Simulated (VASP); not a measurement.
# MnO2 (Pmmn) in VASP: further runs

MnO2 is run at these levels: PBEsol, PBE; tasks: single point.

Program: VASP 6.6.1. These are calculated values, not measurements. Logs are shortened: lines on timing, memory, paths and dates and some standing lists are left out, and cuts for length are marked.

## (1) The cell of the first run

It takes space group Pmmn (No. 59, orthorhombic). The conventional cell has a = 2.904 Å, b = 3.845 Å, c = 6.164 Å, α = 90.00°, β = 90.00°, γ = 90.00°. Mn (site symmetry mm2) has 6 O at 1.83 to 2.05 Å within 2.4 Å. O (site symmetry mm2) has 2 Mn at 1.83 Å within 2.4 Å. Within 2.6 Å of O (site symmetry mm2) lie 4 Mn at 1.98 to 2.05 Å and 5 O at 2.56 to 2.59 Å.

## (2) Single point, PBEsol, collinear spin, ferromagnetic start

Input file INCAR:

```
  PREC = Accurate
  ENCUT = 520
  EDIFF = 1E-7
  ISMEAR = -1
  SIGMA = 0.05
  LREAL = False
  LASPH = True
  NELM = 150
  ALGO = Normal
  ISIF = 2
  LWAVE = False
  LCHARG = False
  ISPIN = 2
  MAGMOM = 5 5 0 0 0 0
  LORBIT = 11
  NUPDOWN = 10.0
  LMAXMIX = 4
  GGA = PS
  NBANDS = 38
```

Input file KPOINTS:

```
regular mesh
0
Gamma
  8 6 4
```

Input file POSCAR:

```
MnO2
1.0
    2.9041580000      0.0000000000      0.0000000000
    0.0000000000      3.8448100000      0.0000000000
    0.0000000000      0.0000000000      6.1642640000
Mn O
2 4
Direct
    0.5000000000      0.5000000000      0.3433015000
    0.0000000000      0.0000000000      0.6566985000
    0.5000000000      0.0000000000      0.8375675000
    0.0000000000      0.5000000000      0.1624325000
    0.5000000000      0.0000000000      0.4217995000
    0.0000000000      0.5000000000      0.5782005000
```

Potentials or basis: VASP PAW PBE potentials, release 64 (Mn_pv, O).

Started as:

```bash
> cat potpaw_PBE.64/Mn_pv/POTCAR potpaw_PBE.64/O/POTCAR > POTCAR
> mpirun -np 1 vasp_std > vasp.out
```

OUTCAR:

```text
PREC = Accurate
   ENCUT = 520
   EDIFF = 1E-7
   ISMEAR = -1
   LREAL = False
   LASPH = True
   NELM = 150
   ISIF = 2
   ISPIN = 2
   LORBIT = 11
   NUPDOWN = 10.0
   GGA = PS

 ion  position               nearest neighbor table
   1  0.500  0.500  0.343-   4 1.83   4 1.83   5 1.98   5 1.98   6 2.05   6 2.05   2 3.09   2 3.09
                             2 3.09   2 3.09
   2  0.000  0.000  0.657-   3 1.83   3 1.83   6 1.98   6 1.98   5 2.05   5 2.05   1 3.09   1 3.09
                             1 3.09   1 3.09
   3  0.500  0.000  0.838-   2 1.83   2 1.83
   4  0.000  0.500  0.162-   1 1.83   1 1.83
   5  0.500  0.000  0.422-   1 1.98   1 1.98   2 2.05   2 2.05
   6  0.000  0.500  0.578-   2 1.98   2 1.98   1 2.05   1 2.05

  LATTYP: Found a simple orthorhombic cell.
 ALAT       =     2.9041580000
 B/A-ratio  =     1.3238983554
 C/A-ratio  =     2.1225649569

  Lattice vectors:

 A1 = (   2.9041580000,   0.0000000000,   0.0000000000)
 A2 = (   0.0000000000,   3.8448100000,   0.0000000000)
 A3 = (   0.0000000000,   0.0000000000,   6.1642640000)

Analysis of symmetry for initial positions (statically):
=====================================================================
 Subroutine PRICEL returns:
 Original cell was already a primitive cell.

 Routine SETGRP: Setting up the symmetry group for a
 simple orthorhombic supercell.

 Subroutine GETGRP returns: Found  8 space group operations
 (whereof  4 operations were pure point group operations)
 out of a pool of  8 trial point group operations.

The static configuration has the point symmetry C_2v.
 The point group associated with its full space group is D_2h.

Analysis of symmetry for dynamics (positions and initial velocities):
=====================================================================
 Subroutine PRICEL returns:
 Original cell was already a primitive cell.

 Routine SETGRP: Setting up the symmetry group for a
 simple orthorhombic supercell.

 Subroutine GETGRP returns: Found  8 space group operations
 (whereof  4 operations were pure point group operations)
 out of a pool of  8 trial point group operations.

The dynamic configuration has the point symmetry C_2v.
 The point group associated with its full space group is D_2h.

Analysis of structural, dynamic, and magnetic symmetry:
=====================================================================
 Subroutine PRICEL returns:
 Original cell was already a primitive cell.

 Routine SETGRP: Setting up the symmetry group for a
 simple orthorhombic supercell.

 Subroutine GETGRP returns: Found  8 space group operations
 (whereof  4 operations were pure point group operations)
 out of a pool of  8 trial point group operations.

The overall configuration has the point symmetry C_2v.
 The point group associated with its full space group is D_2h.

 Subroutine INISYM returns: Found  8 space group operations
 (whereof  4 operations are pure point group operations),
 and found     1 'primitive' translations

----------------------------------------------------------------------------------------

                                     Primitive cell

  volume of cell :      68.8298

  direct lattice vectors                    reciprocal lattice vectors
     2.904158000  0.000000000  0.000000000     0.344333883  0.000000000  0.000000000
     0.000000000  3.844810000  0.000000000     0.000000000  0.260090876  0.000000000
     0.000000000  0.000000000  6.164264000     0.000000000  0.000000000  0.162225369

  length of vectors
     2.904158000  3.844810000  6.164264000     0.344333883  0.260090876  0.162225369

  position of ions in fractional coordinates (direct lattice)
     0.500000000  0.500000000  0.343301500
     0.000000000  0.000000000  0.656698500
     0.500000000  0.000000000  0.837567500
     0.000000000  0.500000000  0.162432500
     0.500000000  0.000000000  0.421799500
     0.000000000  0.500000000  0.578200500

  ion indices of the primitive-cell ions
   primitive index   ion index
                 1           1
                 2           2
                 3           3
[... 37 lines left out ...]
  0.000000  0.166667  0.000000      2.000000
[... 16 lines left out ...]
  0.250000  0.000000  0.250000      4.000000
  0.375000  0.000000  0.250000      4.000000
 [... further k-points ...]
   k-points           NKPTS =     60   k-points in BZ     NKDIM =     60   number of bands    NBANDS=     38
   number of dos      NEDOS =    301   number of ions     NIONS =      6
   total plane-waves  NPLWV =  34560
   dimension x,y,z NGX =    24 NGY =   30 NGZ =   48
   dimension x,y,z NGXF=    48 NGYF=   60 NGZF=   96
   ions per type =               2   4
   NGX,Y,Z   is equivalent  to a cutoff of  13.74, 12.97, 12.95 a.u.
   NGXF,Y,Z  is equivalent  to a cutoff of  27.48, 25.94, 25.89 a.u.
 SYSTEM =  unknown system
   PREC   = accura    normal or accurate (medium, high low for compatibility)
   ISTART =      0    job   : 0-new  1-cont  2-samecut
   ICHARG =      2    charge: 1-file 2-atom 10-const
   ISPIN  =      2    spin polarized calculation?
   LNONCOLLINEAR =      F non collinear calculations
   LSORBIT =      F    spin-orbit coupling
   LASPH  =      T    aspherical Exc in radial PAW
   ENCUT  =  520.0 eV  38.22 Ry    6.18 a.u.   5.40  7.15 11.46*2*pi/ulx,y,z
   NELM   =    150;   NELMIN=  2; NELMDL= -5     # of ELM steps
   EDIFF  = 0.1E-06   stopping-criterion for ELM
   LREAL  =      F    real-space projection
   EDIFFG = 0.1E-05   stopping-criterion for IOM
   NSW    =      0    number of steps for IOM
   IBRION =     -1    ionic relax: 0-MD 1-quasi-New 2-CG
   NFREE  =      0    steps in history (QN), initial steepest desc. (CG)
   ISIF   =      2    stress and relaxation
   ISYM   =      2    0-nonsym 1-usesym 2-fastsym
   POTIM  = 0.5000    time-step for ionic-motion
   TEBEG  =    0.0;   TEEND  =   0.0 temperature during run
   PSTRESS=    0.0 pullay stress
   NELECT =      50.0000    total number of electrons
   NUPDOWN=      10.0000    fix difference up-down
   EMIN   =  10.00;   EMAX   =-10.00  energy-range for DOS
   EFERMI =   0.00;   METHOD = LEGACY
   ISMEAR =    -1;   SIGMA  =   0.05  broadening in eV -4-tet -1-fermi 0-gaus
   EFERMI_NEDOS =   21; number of points for ismear=-14 and -15
   IALGO  =     38    algorithm
   IMIX   =      4    mixing-type and parameters
     AMIX     =   0.40;   BMIX     =  1.00
     AMIX_MAG =   1.60;   BMIX_MAG =  1.00
  volume/ion in A,a.u.               =      11.47        77.41
  Fermi-wavevector in a.u.,A,eV,Ry     =   1.471655  2.781025 29.467074  2.165769
  Thomas-Fermi vector in A             =   2.586765
   LORBIT       =     11    0 simple, 1 ext, 2 COOP (PROOUT), +10 PAW based schemes
   GGA     = PS    functional components
   LHFCALC =     F    Hartree Fock is set to
   AEXX    =    0.0000 exact exchange contribution
   IVDW    =     0    specifies the selected vdW correction
   LEPSILON=     F    determine dielectric tensor
   LRPA    =     F    only Hartree local field effects (RPA)
 spin polarized calculation
  energy-cutoff  :      520.00
  volume of cell :       68.83
 maximum number of plane-waves:      1888
 NGX is ok and might be reduce to    24
   NGX = 11   NGY = 15   NGZ = 23

 number of electron      50.0000000 magnetization      10.0000000

 number of electron      49.9999972 magnetization       9.9999993

 Free energy of the ion-electron system (eV)
  ---------------------------------------------------
  ext. energy  EPLUGINS =         0.00000000
  ---------------------------------------------------
  free energy    TOTEN  =       -43.69657302 eV

  energy without entropy =      -43.64756576  energy(sigma->0) =      -43.67206939

 E-fermi :   1.1907     XC(G=0): -10.7809

 val. band max:        5.0382423026   @ k =   0.2500   0.5000   0.0000
 cond. band min:       1.1948571469   @ k =   0.3750   0.1667   0.2500
 fundamental gap:     -3.8433851558
 Fermi energy:         5.0553761601

 spin component 1

 k-point     1 :       0.0000    0.0000    0.0000
  band No.  band energies     occupation
      1     -46.2022      1.00000
      2     -46.1691      1.00000
      3     -46.1682      1.00000
      4     -46.1553      1.00000
      5     -46.1390      1.00000
      6     -46.1089      1.00000
[... 949 lines left out ...]
     36      15.4777      0.00000
     37      16.3095      0.00000

 [... further k-points ...]

 spin component 2

 k-point     1 :       0.0000    0.0000    0.0000
  band No.  band energies     occupation
      1     -42.3455      1.00000
      2     -42.3287      1.00000
      3     -42.3231      1.00000
      4     -42.2806      1.00000
      5     -42.1231      1.00000
      6     -42.0856      1.00000
[... 949 lines left out ...]
     36      16.4422      0.00000
     37      17.1404      0.00000

 [... further k-points ...]

 [bands above 37 left out]

------------------------ aborting loop because EDIFF is reached ----------------------------------------

  FORCE on cell =-STRESS in cart. coord.  units (eV):
  Direction    XX          YY          ZZ          XY          YZ          ZX
  --------------------------------------------------------------------------------------
  -------------------------------------------------------------------------------------
  Total       13.3913841      3.6263139      5.3893512      0.0000000      0.0000000      0.0000000
  in kB      311.7164324     84.4111133    125.4500142      0.0000000      0.0000000      0.0000000
  external PRESSURE =     173.8591866 kB  Pullay stress =       0.0000000 kB

 VOLUME and BASIS-vectors are now :
 -----------------------------------------------------------------------------
  energy-cutoff  :      520.00
  volume of cell :       68.83
      direct lattice vectors                 reciprocal lattice vectors
     2.904158000  0.000000000  0.000000000     0.344333883  0.000000000  0.000000000
     0.000000000  3.844810000  0.000000000     0.000000000  0.260090876  0.000000000
     0.000000000  0.000000000  6.164264000     0.000000000  0.000000000  0.162225369

 POSITION                                       TOTAL-FORCE (eV/Angst)
 -----------------------------------------------------------------------------------
      1.45208      1.92240      2.11620         0.000000      0.000000      1.437165
      0.00000      0.00000      4.04806         0.000000      0.000000     -1.437165
      1.45208      0.00000      5.16299         0.000000      0.000000      2.007032
      0.00000      1.92240      1.00128         0.000000      0.000000     -2.007032
      1.45208      0.00000      2.60008         0.000000      0.000000     -0.938568
      0.00000      1.92240      3.56418         0.000000      0.000000      0.938568
 -----------------------------------------------------------------------------------
    total drift:                                0.000000      0.000000      0.000000

  FREE ENERGIE OF THE ION-ELECTRON SYSTEM (eV)
  ---------------------------------------------------
  free  energy   TOTEN  =       -43.6965730185 eV

  energy  without entropy=      -43.6475657614  energy(sigma->0) =      -43.67206939

 total charge

# of ion       s       p       d       tot
------------------------------------------
    1        0.325   6.393   5.012  11.729
    2        0.325   6.393   5.012  11.729
    3        1.593   3.292   0.000   4.884
    4        1.593   3.292   0.000   4.884
    5        1.582   3.384   0.000   4.966
    6        1.582   3.384   0.000   4.966
--------------------------------------------------
tot          7.000  26.136  10.023  43.159

 magnetization (x)

# of ion       s       p       d       tot
------------------------------------------
    1        0.022   0.045   3.529   3.596
    2        0.022   0.045   3.529   3.596
    3        0.014   0.654   0.000   0.668
    4        0.014   0.654   0.000   0.668
    5        0.027   0.353   0.000   0.380
    6        0.027   0.353   0.000   0.380
--------------------------------------------------
tot          0.128   2.103   7.059   9.290
```

It took 2 min on 1 thread of Intel Xeon 6975P-C (Granite Rapids), shared host; peak memory 0.35 GiB.

Results:

| Property | Result |
| --- | --- |
| Free energy | -43.6966 eV |
| Pressure | 17.4 GPa |
| Largest force | 2.007 eV/Å |
| Net moment | 10.00 μB per cell |
| Site moments | Mn +3.60; O +0.67, +0.38 μB |
| Valence electrons inside the program's atomic spheres | Mn 11.73; O 4.88, 4.97 |

Forces on the atoms (eV/Å):
```
Mn   0.000  0.000  1.437
Mn   0.000  0.000 -1.437
O    0.000  0.000  2.007
O    0.000  0.000 -2.007
O    0.000  0.000 -0.939
O    0.000  0.000  0.939
```

Stress tensor (GPa, compression positive):
```
31.17  0.00  0.00
 0.00  8.44  0.00
 0.00  0.00 12.55
```

Caveat: the PAW data sets were made with another functional, which shifts forces and pressure a little; the total moment is fixed, so each spin has its own Fermi level; only a ferromagnetic start was run, and an antiferromagnetic order may lie lower in energy.

## (3) Single point, PBEsol, collinear spin, ferromagnetic start

Input file INCAR:

```
PREC = Accurate
ENCUT = 520
EDIFF = 1E-7
ISMEAR = -1
SIGMA = 0.05
LREAL = F
LASPH = T
NELM = 150
ALGO = Normal
ISIF = 2
LWAVE = F
LCHARG = T
ISPIN = 2
MAGMOM = 4 4 0 0 0 0
LORBIT = 11
LMAXMIX = 4
GGA = PS
LELF = T
LVHAR = T
NBANDS = 38
```

Input file KPOINTS:

```
regular mesh
0
Gamma
  9 7 5
```

POSCAR is that of step 2.

Potentials or basis: VASP PAW PBE potentials, release 64 (Mn_pv, O).

Started as:

```bash
> cat potpaw_PBE.64/Mn_pv/POTCAR potpaw_PBE.64/O/POTCAR > POTCAR
> mpirun -np 1 vasp_std > vasp.out
```

Run time: 6 min. Hardware: 1 thread of Intel Xeon Platinum 8259CL at 2.50GHz (Skylake/Cascade Lake), shared host; peak memory 0.35 GiB.

It converged, with:

```yaml
Free_energy: -49.3238 eV
Pressure: -12.7 GPa
Largest_force: 1.066 eV/Å
Band_gap_on_the_k_mesh: zero (filled and empty bands overlap)
Net_moment: 6.00 μB per cell
Site_moments: Mn +2.79; O +0.11, -0.01 μB
Valence_electrons_inside_the_program's_atomic_spheres: Mn 11.63; O 4.91, 4.97
```

Forces on the atoms (eV/Å):
```
Mn   0.000  0.000 -0.281
Mn   0.000  0.000  0.281
O    0.000  0.000 -1.066
O    0.000  0.000  1.066
O    0.000  0.000  0.222
O    0.000  0.000 -0.222
```

Stress tensor (GPa, compression positive):
```
-17.63   0.00   0.00
  0.00 -10.51   0.00
  0.00   0.00  -9.98
```

Levels at points of the mesh, in eV from the Fermi level:
Spin up:
| k point | band 26 | band 27 | band 28 | band 29 | band 30 | band 31 |
| --- | --- | --- | --- | --- | --- | --- |
| (0.00, 0.00, 0.00) | -0.91 | -0.13 | 0.15 | 0.56 | 0.64 | 2.15 |
Spin down:
```csv
k point,band 18,band 19,band 20,band 21,band 22,band 23,band 24,band 25,band 26,band 27
"(0.00, 0.00, 0.00)",-2.79,-2.54,-2.09,-2.04,-1.63,0.46,0.94,1.12,1.30,2.08
```

Caveat: the PAW data sets were made with another functional, which shifts forces and pressure a little; semilocal functionals often make such compounds metallic where correlation or magnetic order opens a gap, which also shifts bond lengths; only a ferromagnetic start was run, and an antiferromagnetic order may lie lower in energy. With open d or f shells a metallic result of PBEsol can be an artefact of self-interaction; +U or a hybrid may open a gap.

(Continued in part 2 of 2.)
